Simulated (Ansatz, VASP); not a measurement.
## KI in VASP and in Ansatz

```xyz
2
Lattice="0.0000 3.9659 3.9659 3.9659 0.0000 3.9659 3.9659 3.9659 0.0000" Properties=species:S:1:pos:R:3 pbc="T T T"
K     0.0000    0.0000    0.0000
I     1.9829    1.9829    1.9829
```

Alike in both runs: task single point; functional PBE; k mesh 6 × 6 × 6; non-collinear spin, spin-orbit coupling.

|  | VASP | Ansatz |
| --- | --- | --- |
| version | VASP 6.6.1 | Ansatz 0.2.0 |
| potentials or method | VASP PAW PBE potentials, release 64 (K_sv, I) | plane waves, PAW |
| plane-wave cutoff (eV) | 520 | 420 |
| occupations | gaussian, width 0.01 eV | fixed |
| valence electrons in the cell | 16 | 26 |

```csv
,VASP,Ansatz,Ansatz less VASP
pressure (GPa),0.2,0.2,-0.01
```

VASP's potentials hold 16 valence electrons a cell and Ansatz's 26, so a difference there can come from the potentials and not from the codes.
